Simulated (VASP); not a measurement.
# Os (Im-3m) in VASP: single point with LDA

Aim: the single point of Os with LDA.

Everything below comes from runs of VASP 6.6.1. Logs are shortened: lines on timing, memory, paths and dates and some standing lists are left out, and cuts for length are marked.

## 1. The cell of the first run

It takes space group Im-3m (No. 229, cubic). The conventional cell has a = 3.047 Å, b = 3.047 Å, c = 3.047 Å, α = 90.00°, β = 90.00°, γ = 90.00°. Within 3.5 Å of Os (site symmetry m-3m) lie 14 Os at 2.64 to 3.05 Å.

This isn't the form of Os at room conditions, which is hcp.

## 2. Single point, LDA

INCAR reads:

```
SYSTEM = Os
PREC = Accurate
ENCUT = 560
EDIFF = 1E-6
ISMEAR = -1
SIGMA = 0.05
LREAL = .FALSE.
LASPH = .TRUE.
NELM = 120
ALGO = Normal
ISIF = 2
LWAVE = .FALSE.
LCHARG = .FALSE.
GGA = CA
NBANDS = 14
GGA_COMPAT = .FALSE.
```

KPOINTS reads:

```
Automatic mesh
0
G
  10 10 10
  0 0 0
```

POSCAR reads:

```
Os
1.0
   -1.5234093896      1.5234093896      1.5234093896
    1.5234093896     -1.5234093896      1.5234093896
    1.5234093896      1.5234093896     -1.5234093896
Os
1
Direct
    0.0000000000      0.0000000000      0.0000000000
```

Potentials or basis: VASP PAW LDA potentials, release 64 (Os_sv_GW).

On the command line:

```console
$ cat potpaw_LDA.64/Os_sv_GW/POTCAR > POTCAR
$ mpirun -np 1 vasp_std > vasp.out
```

OUTCAR:

```text
SYSTEM = Os
   PREC = Accurate
   ENCUT = 560
   EDIFF = 1E-6
   ISMEAR = -1
   LREAL = .FALSE.
   LASPH = .TRUE.
   NELM = 120
   ISIF = 2
   GGA = CA

 ion  position               nearest neighbor table
   1  0.000  0.000  0.000-

  LATTYP: Found a body centered cubic cell.
 ALAT       =     3.0468187792

  Lattice vectors:

 A1 = (  -1.5234093896,   1.5234093896,   1.5234093896)
 A2 = (   1.5234093896,  -1.5234093896,   1.5234093896)
 A3 = (   1.5234093896,   1.5234093896,  -1.5234093896)

Analysis of symmetry for initial positions (statically):
=====================================================================
 Subroutine PRICEL returns:
 Original cell was already a primitive cell.

 Routine SETGRP: Setting up the symmetry group for a
 body centered cubic supercell.

 Subroutine GETGRP returns: Found 48 space group operations
 (whereof 48 operations were pure point group operations)
 out of a pool of 48 trial point group operations.

The static configuration has the point symmetry O_h .

Analysis of symmetry for dynamics (positions and initial velocities):
=====================================================================
 Subroutine PRICEL returns:
 Original cell was already a primitive cell.

 Routine SETGRP: Setting up the symmetry group for a
 body centered cubic supercell.

 Subroutine GETGRP returns: Found 48 space group operations
 (whereof 48 operations were pure point group operations)
 out of a pool of 48 trial point group operations.

The dynamic configuration has the point symmetry O_h .

 Subroutine INISYM returns: Found 48 space group operations
 (whereof 48 operations are pure point group operations),
 and found     1 'primitive' translations

----------------------------------------------------------------------------------------

                                     Primitive cell

  volume of cell :      14.1420

  direct lattice vectors                    reciprocal lattice vectors
    -1.523409390  1.523409390  1.523409390     0.000000000  0.328211184  0.328211184
     1.523409390 -1.523409390  1.523409390     0.328211184  0.000000000  0.328211184
     1.523409390  1.523409390 -1.523409390     0.328211184  0.328211184  0.000000000

  length of vectors
     2.638622464  2.638622464  2.638622464     0.464160708  0.464160708  0.464160708

  position of ions in fractional coordinates (direct lattice)
     0.000000000  0.000000000  0.000000000

  ion indices of the primitive-cell ions
   primitive index   ion index
                 1           1

----------------------------------------------------------------------------------------

 KPOINTS: Automatic mesh

Automatic generation of k-mesh.
 Grid dimensions read from file:
 generate k-points for:   10   10   10

 Generating k-lattice:

  Cartesian coordinates                     Fractional coordinates (reciprocal lattice)
     0.000000000  0.032821118  0.032821118     0.100000000  0.000000000  0.000000000
     0.032821118  0.000000000  0.032821118     0.000000000  0.100000000  0.000000000
     0.032821118  0.032821118  0.000000000     0.000000000  0.000000000  0.100000000

  Length of vectors
     0.046416071  0.046416071  0.046416071

  Shift w.r.t. Gamma in fractional coordinates (k-lattice)
     0.000000000  0.000000000  0.000000000

 Subroutine IBZKPT returns following result:
 ===========================================

 Found     47 irreducible k-points:

 Following reciprocal coordinates:
            Coordinates               Weight
  0.000000  0.000000  0.000000      1.000000
  0.100000  0.000000  0.000000     12.000000
  0.200000  0.000000  0.000000     12.000000
  0.300000  0.000000  0.000000     12.000000
  0.400000  0.000000  0.000000     12.000000
  0.500000  0.000000  0.000000      6.000000
[... 16 lines left out ...]
  0.300000  0.300000  0.100000      8.000000
 -0.300000  0.300000  0.100000     24.000000
 [... further k-points ...]
   k-points           NKPTS =     47   k-points in BZ     NKDIM =     47   number of bands    NBANDS=     14
   number of dos      NEDOS =    301   number of ions     NIONS =      1
   total plane-waves  NPLWV =   8000
   dimension x,y,z NGX =    20 NGY =   20 NGZ =   20
   dimension x,y,z NGXF=    40 NGYF=   40 NGZF=   40
   ions per type =               1
   NGX,Y,Z   is equivalent  to a cutoff of  12.60, 12.60, 12.60 a.u.
   NGXF,Y,Z  is equivalent  to a cutoff of  25.20, 25.20, 25.20 a.u.
 SYSTEM =  Os
   PREC   = accura    normal or accurate (medium, high low for compatibility)
   ISTART =      0    job   : 0-new  1-cont  2-samecut
   ICHARG =      2    charge: 1-file 2-atom 10-const
   ISPIN  =      1    spin polarized calculation?
   LNONCOLLINEAR =      F non collinear calculations
   LSORBIT =      F    spin-orbit coupling
   LASPH  =      T    aspherical Exc in radial PAW
   ENCUT  =  560.0 eV  41.16 Ry    6.42 a.u.   5.09  5.09  5.09*2*pi/ulx,y,z
   NELM   =    120;   NELMIN=  2; NELMDL= -5     # of ELM steps
   EDIFF  = 0.1E-05   stopping-criterion for ELM
   LREAL  =      F    real-space projection
   EDIFFG = 0.1E-04   stopping-criterion for IOM
   NSW    =      0    number of steps for IOM
   IBRION =     -1    ionic relax: 0-MD 1-quasi-New 2-CG
   NFREE  =      0    steps in history (QN), initial steepest desc. (CG)
   ISIF   =      2    stress and relaxation
   ISYM   =      2    0-nonsym 1-usesym 2-fastsym
   POTIM  = 0.5000    time-step for ionic-motion
   TEBEG  =    0.0;   TEEND  =   0.0 temperature during run
   PSTRESS=    0.0 pullay stress
   NELECT =      16.0000    total number of electrons
   NUPDOWN=      -1.0000    fix difference up-down
   EMIN   =  10.00;   EMAX   =-10.00  energy-range for DOS
   EFERMI =   0.00;   METHOD = LEGACY
   ISMEAR =    -1;   SIGMA  =   0.05  broadening in eV -4-tet -1-fermi 0-gaus
   EFERMI_NEDOS =   21; number of points for ismear=-14 and -15
   IALGO  =     38    algorithm
   IMIX   =      4    mixing-type and parameters
     AMIX     =   0.40;   BMIX     =  1.00
     AMIX_MAG =   1.60;   BMIX_MAG =  1.00
  volume/ion in A,a.u.               =      14.14        95.43
  Fermi-wavevector in a.u.,A,eV,Ry     =   1.705866  3.223619 39.592657  2.909978
  Thomas-Fermi vector in A             =   2.785007
   LORBIT       =      0    0 simple, 1 ext, 2 COOP (PROOUT), +10 PAW based schemes
   GGA     = CA    functional components
   LHFCALC =     F    Hartree Fock is set to
   AEXX    =    0.0000 exact exchange contribution
   IVDW    =     0    specifies the selected vdW correction
   LEPSILON=     F    determine dielectric tensor
   LRPA    =     F    only Hartree local field effects (RPA)
 non-spin polarized calculation
  energy-cutoff  :      560.00
  volume of cell :       14.14
 maximum number of plane-waves:       438
   NGX = 11   NGY = 11   NGZ = 11

 number of electron      15.9999999 magnetization

 Free energy of the ion-electron system (eV)
  ---------------------------------------------------
  ext. energy  EPLUGINS =         0.00000000
  ---------------------------------------------------
  free energy    TOTEN  =       -12.88589714 eV

  energy without entropy =      -12.87524578  energy(sigma->0) =      -12.88057146

 E-fermi :  13.5958     XC(G=0): -14.7380

 val. band max:       13.5429463464   @ k =   0.1000   0.0000   0.0000
 cond. band min:      13.6066406588   @ k =  -0.3000   0.3000   0.3000
 fundamental gap:      0.0636943124
 Fermi energy:        13.5958149845

 k-point     1 :       0.0000    0.0000    0.0000
  band No.  band energies     occupation
      1     -72.7485      2.00000
      2     -31.8444      2.00000
      3     -31.8444      2.00000
      4     -31.8444      2.00000
      5       2.5544      2.00000
      6      10.1610      2.00000
      7      10.1610      2.00000
      8      10.1610      2.00000
      9      13.5279      1.59078
     10      13.5279      1.59078
     11      28.9681      0.00000
     12      28.9681      0.00000
     13      28.9681      0.00000
     14      41.6787      0.00000

 k-point     2 :       0.1000    0.0000    0.0000
  band No.  band energies     occupation
      1     -72.7377      2.00000
      2     -31.9520      2.00000
      3     -31.8789      2.00000
      4     -31.8443      2.00000
      5       3.0421      2.00000
      6       9.9132      2.00000
      7      10.1211      2.00000
      8      10.6165      2.00000
      9      13.1981      1.99930
     10      13.5429      1.48438
     11      29.2931      0.00000
     12      29.7663      0.00000
     13      29.8565      0.00000
     14      38.3643      0.00000

 k-point     3 :       0.2000    0.0000    0.0000
  band No.  band energies     occupation
      1     -72.7110      2.00000
      2     -32.2298      2.00000
      3     -31.9703      2.00000
      4     -31.8446      2.00000
      5       4.3011      2.00000
      6       9.3189      2.00000
      7       9.9266      2.00000
      8      11.9252      2.00000
      9      12.8727      2.00000
     10      13.6257      0.70990
     11      29.4060      0.00000
     12      30.7121      0.00000
     13      31.9867      0.00000
     14      36.2378      0.00000
[... 324 lines left out ...]
 k-point    23 :       0.3000    0.3000    0.1000
  band No.  band energies     occupation
      1     -72.6334      2.00000
      2     -32.5286      2.00000
      3     -32.5286      2.00000
      4     -32.0736      2.00000
      5       7.6163      2.00000
      6       9.3211      2.00000
      7       9.3211      2.00000
      8      14.1813      0.00002
      9      14.1813      0.00002
     10      20.1367      0.00000
     11      23.6601      0.00000
     12      23.6601      0.00000
     13      28.2828      0.00000
     14      37.7034      0.00000

 k-point    24 :      -0.3000    0.3000    0.1000
  band No.  band energies     occupation
      1     -72.6692      2.00000
      2     -32.5467      2.00000
      3     -32.1194      2.00000
      4     -31.9275      2.00000
      5       5.9462      2.00000
      6       9.1181      2.00000
      7       9.8225      2.00000
      8      12.2930      2.00000
      9      13.7452      0.09603
     10      14.4423      0.00000
     11      27.4191      0.00000
     12      29.6850      0.00000
     13      34.2203      0.00000
     14      35.9937      0.00000

 [... further k-points ...]

------------------------ aborting loop because EDIFF is reached ----------------------------------------

  FORCE on cell =-STRESS in cart. coord.  units (eV):
  Direction    XX          YY          ZZ          XY          YZ          ZX
  --------------------------------------------------------------------------------------
  -------------------------------------------------------------------------------------
  Total        0.0260879      0.0260879      0.0260879      0.0000000      0.0000000     -0.0000000
  in kB        2.9555623      2.9555623      2.9555623      0.0000000      0.0000000     -0.0000000
  external PRESSURE =       2.9555623 kB  Pullay stress =       0.0000000 kB

 VOLUME and BASIS-vectors are now :
 -----------------------------------------------------------------------------
  energy-cutoff  :      560.00
  volume of cell :       14.14
      direct lattice vectors                 reciprocal lattice vectors
    -1.523409390  1.523409390  1.523409390     0.000000000  0.328211184  0.328211184
     1.523409390 -1.523409390  1.523409390     0.328211184  0.000000000  0.328211184
     1.523409390  1.523409390 -1.523409390     0.328211184  0.328211184  0.000000000

 POSITION                                       TOTAL-FORCE (eV/Angst)
 -----------------------------------------------------------------------------------
      0.00000      0.00000      0.00000        -0.000000      0.000000      0.000000
 -----------------------------------------------------------------------------------
    total drift:                                0.000000     -0.000000      0.000000

  FREE ENERGIE OF THE ION-ELECTRON SYSTEM (eV)
  ---------------------------------------------------
  free  energy   TOTEN  =       -12.8858971357 eV

  energy  without entropy=      -12.8752457835  energy(sigma->0) =      -12.88057146
```

Run time: 6.1 s. Hardware: 1 thread of AMD EPYC 7R13 (Zen 3), shared host; peak memory 0.1 GiB.

Results:

* Free energy: -12.8859 eV
* Pressure: 0.3 GPa
* Band gap on the k mesh: zero (bands 8 and 9 overlap by 4.37 eV)

Levels at points of the mesh, in eV from the Fermi level:
| k point | band 5 | band 6 | band 7 | band 8 | band 9 | band 10 | band 11 | band 12 |
| --- | --- | --- | --- | --- | --- | --- | --- | --- |
| (0.00, 0.00, 0.00) | -11.04 | -3.43 | -3.43 | -3.43 | -0.07 | -0.07 | 15.37 | 15.37 |
| (0.50, 0.00, 0.00) | -7.92 | -5.57 | -0.19 | -0.09 | 0.61 | 3.44 | 9.35 | 11.99 |
| (0.50, 0.50, 0.50) | -7.57 | -7.57 | 2.57 | 2.57 | 2.57 | 7.96 | 7.96 | 7.96 |

Caveat: spin-orbit coupling is left out, which moves the levels of the heavy elements.

The gap in the log of VASP goes by the Fermi energy; the results here count the filled bands.